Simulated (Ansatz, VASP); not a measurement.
**Sc: VASP beside Ansatz**

```
Sc
1.0
     0.00000    2.41245    2.41245
     2.41245    0.00000    2.41245
     2.41245    2.41245    0.00000
Sc
1
Direct
  0.00000 0.00000 0.00000
```

Alike in both runs: task single point; functional BLYP; k mesh 13 × 13 × 13; occupations fermi-dirac, width 0.1 eV; no spin polarisation.

|  | VASP | Ansatz |
| --- | --- | --- |
| version | VASP 6.6.1 | Ansatz 0.2.0 |
| potentials or method | VASP PAW PBE potentials, release 64 (Sc_sv), cutoff 520 eV | plane waves (420 eV) with PAW, scalar-relativistic |
| valence electrons in the cell | 11 | 11 |

|  | VASP | Ansatz | Ansatz less VASP |
| --- | --- | --- | --- |
| pressure (GPa) | -4.6 | -4.6 | -0.01 |

VASP's potentials were made for PBE, not for BLYP. The functional is the same, so the differences come from potentials, cutoffs and numerics.
